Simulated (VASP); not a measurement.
**BeS: single point with r2SCAN**

The system is BeS.

```
Be S
1.0
     0.00000    2.38442    2.38442
     2.38442    0.00000    2.38442
     2.38442    2.38442    0.00000
Be S
1 1
Cartesian
  0.0000 0.0000 0.0000
  1.1922 1.1922 1.1922
```

- Program: VASP 6.6.1
- Task: single point
- Functional: r2SCAN
- Potentials or basis: VASP PAW PBE potentials, release 64 (Be, S)
- Cutoff: 520 eV
- k mesh: 10 × 10 × 10
- Occupations: fermi-dirac, width 0.02 eV
- Spin: no spin polarisation
- Dipole correction: no
- Further INCAR settings: ALGO = Normal; EDIFF = 1e-06; NBANDS = 11

The pressure is 7.1 GPa and the band gap on the k mesh is 3.45 eV, indirect (least direct gap 6.22 eV).

Levels at points of the mesh, in eV from the valence-band top:
```csv
k point,band 2,band 3,band 4,band 5,band 6,band 7
"(0.00, 0.00, 0.00)",0.00,0.00,0.00,6.22,6.22,6.22
"(0.50, 0.00, 0.00)",-6.31,-1.13,-1.13,6.29,7.11,7.11
"(0.50, 0.50, 0.00)",-5.47,-2.90,-2.90,3.45,5.33,14.28
```

Run time: 62 s on 1 thread of Intel(R) Xeon(R) Platinum 8259CL CPU @ 2.50GHz (Skylake/Cascade Lake), on a shared host, peak memory 0.16 GiB.

Caveat: the PAW data sets were made with another functional, which shifts forces and pressure a little. A k mesh can miss the band edges.
